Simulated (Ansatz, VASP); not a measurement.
**Two plane-wave programs on TaRu5**

```xyz
6
Lattice="4.7929 0.0000 0.0000 -2.3965 4.1508 0.0000 0.0000 0.0000 4.3638" Properties=species:S:1:pos:R:3 pbc="T T T"
Ta    0.0000    0.0000    2.1819
Ru   -1.5673    2.7146    0.0000
Ru    3.1346    0.0000    0.0000
Ru    0.8292    1.4362    0.0000
Ru    0.0000    2.7672    2.1819
Ru    2.3965    1.3836    2.1819
```

Alike in both runs: functional PBE; k mesh 6 × 6 × 4; occupations gaussian, width 0.1 eV; no spin polarisation.

Ansatz relaxed the structure, and its values are those at the end. VASP's run is a single point on that final structure, the one shown.

```csv
,VASP,Ansatz
version,VASP 6.6.1,Ansatz 0.2.0
potentials or method,"VASP PAW PBE potentials, release 64 (Ta_pv, Ru_pv), cutoff 520 eV","scalar-relativistic, plane waves, PAW"
valence electrons in the cell,81,93
```

```tsv
	VASP	Ansatz	Ansatz less VASP
gap on the k mesh at the Fermi level (eV)	none	none	-
pressure (GPa)	0.0	-0.1	-0.01
rms of the force components (eV/Å)	0.008	0.005	-0.0030
```

A gap of «none» marks a metal or a gap that the smearing closes. VASP's potentials hold 81 valence electrons a cell and Ansatz's 93, so a difference there can come from the potentials and not from the codes.

Spin-orbit coupling is off throughout.
